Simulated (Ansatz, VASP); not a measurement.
## One calculation of WC, two programs

```
W C
1.0
     0.00000    2.19633    2.19633
     2.19633    0.00000    2.19633
     2.19633    2.19633    0.00000
W C
1 1
Direct
  0.99854 0.01778 0.99377
  0.49188 0.50871 0.50225
```

Alike in both runs: task single point; functional LDA; k mesh 8 × 8 × 8; occupations fermi-dirac, width 0.15 eV; no spin polarisation.

|  | VASP | Ansatz |
| --- | --- | --- |
| version | VASP 6.6.1 | Ansatz 0.2.0 |
| potentials or method | VASP PAW LDA potentials, release 64 (W_sv, C), cutoff 520 eV | plane waves, PAW |
| valence electrons in the cell | 18 | 18 |

Ansatz gave:

```
pressure (GPa)                                                : -16.8
traceless stress, the component that is largest in VASP (GPa) : 0.39
rms of the force components (eV/Å)                            : 0.115
```

Question: Estimate VASP's values.

Answer: Pressure (GPa): -14.8; traceless stress, the component that is largest in VASP (GPa): 0.40; rms of the force components (eV/Å): 0.119.

LDA's correlation is that of Perdew and Zunger in VASP and of Perdew and Wang (1992) in Ansatz. Atom by atom the forces differ by 0.004 eV/Å (rms over components). Ansatz's warnings: stress scf threshold loose.

Spin-orbit coupling is off throughout.
